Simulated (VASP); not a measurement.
A run of VASP 6.6.1 is set up as follows.

Contents of INCAR:

```
PREC = Accurate ; ENCUT = 520
EDIFF = 1E-6 ; ISMEAR = 0
SIGMA = 0.15 ; LREAL = False
LASPH = True ; NELM = 80
ALGO = Fast ; ISIF = 2
LWAVE = False ; LCHARG = False
GGA = PS ; NBANDS = 13
```

Contents of KPOINTS:

```
Automatic mesh
0
Gamma
  20 20 20
```

Contents of POSCAR:

```
Mo
1.0
    0.0000000000      2.1762000000      1.8538000000
    2.1762000000      0.0000000000      1.8538000000
    2.1762000000      2.1762000000      0.0000000000
Mo
1
Direct
    0.0000000000      0.0000000000      0.0000000000
```

Potentials or basis: VASP PAW PBE potentials, release 64 (Mo_sv).

Command:

```sh
$ cat potpaw_PBE.64/Mo_sv/POTCAR > POTCAR
$ mpirun -np 1 vasp_std > vasp.out
```

(1) What does it give for the band gap on the k mesh?

(2) Predict the pressure.

Results:

(1) zero (band 7 reaches 13.79 eV, above the bottom of band 8 at 9.82 eV).

(2) -25.3 GPa.

Caveat: the cell differs from its parent crystal (strain +0.080 along x and y, -0.080 along z); the PAW data sets were made with another functional, which shifts forces and pressure a little.
